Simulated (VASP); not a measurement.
A run of VASP 6.6.1:

INCAR

```
PREC = Accurate ; ENCUT = 520
EDIFF = 1E-7 ; ISMEAR = 0
SIGMA = 0.15 ; LREAL = F
LASPH = T ; NELM = 60
ALGO = Fast ; ISIF = 2
LWAVE = F ; LCHARG = F
GGA = PS ; IVDW = 12
NBANDS = 14
```

File KPOINTS:

```
regular mesh
0
Gamma
  18 18 18
```

File POSCAR:

```
Bi
1.0
   -1.9377655567      1.9377655567      1.6688036974
    1.9377655567     -1.9377655567      1.6688036974
    1.9377655567      1.9377655567     -1.6688036974
Bi
1
Direct
    0.0000000000      0.0000000000      0.0000000000
```

Potentials or basis: VASP PAW PBE potentials, release 64 (Bi_d).

The run is started by

```console
$ cat potpaw_PBE.64/Bi_d/POTCAR > POTCAR
$ mpirun -np 1 vasp_std > vasp.out
```

Hardware: 1 thread of AMD EPYC 9R45 96-Core Processor (Zen 5), with other jobs on the host.

**Question.** Estimate the wall time of this run.

**Answer.** It took 84 s on 1 thread of AMD EPYC 9R45 96-Core Processor (Zen 5) (shared host), peak memory 0.24 GiB. Counts: scf iterations 13, k points 480.
